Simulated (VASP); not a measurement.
A run of VASP 6.6.1 is set up as follows.

POSCAR

```
NaH
1.0
    3.8725796764      0.0000000000      0.0000000000
   -1.9362898382      3.3537523779      0.0000000000
    0.0000000000      0.0000000000      4.7297280795
Na H
2 2
Direct
    0.3333333333      0.6666666667     -0.0624996803
    0.6666666667      0.3333333333      0.4375003197
    0.3333333333      0.6666666667      0.4374996803
    0.6666666667      0.3333333333      0.9374996803
```

File INCAR.step1:

```
PREC = Accurate
ENCUT = 520
ISMEAR = 0
SIGMA = 0.01
LREAL = False
LASPH = True
NELM = 80
NBANDS = 16
GGA = PE
ALGO = Normal
EDIFF = 1E-4
LWAVE = True
LCHARG = False
```

The input INCAR.step2:

```
PREC = Accurate
ENCUT = 520
EDIFF = 1E-7
ISMEAR = 0
SIGMA = 0.01
LREAL = False
LASPH = True
NELM = 80
ALGO = Normal
ISIF = 2
LWAVE = False
LCHARG = True
METAGGA = R2SCAN
LMIXTAU = True
LELF = True
LVHAR = True
NBANDS = 16
ISTART = 1
```

Contents of KPOINTS:

```
regular mesh
0
Gamma
  6 6 4
```

Potentials or basis: VASP PAW PBE potentials, release 64 (Na_pv, H).

The run is started by

```console
$ cat potpaw_PBE.64/Na_pv/POTCAR potpaw_PBE.64/H/POTCAR > POTCAR
$ cp INCAR.step1 INCAR
$ mpirun -np 1 vasp_std > vasp.out
$ cp INCAR.step2 INCAR
$ mpirun -np 1 vasp_std > vasp.out
```

What does it give for the band gap on the k mesh?

3.70 eV, indirect (least direct gap 4.63 eV).

Predict the pressure.

1.2 GPa.

Caveat: the PAW data sets were made with another functional, which shifts forces and pressure a little. A k mesh can miss the band edges.
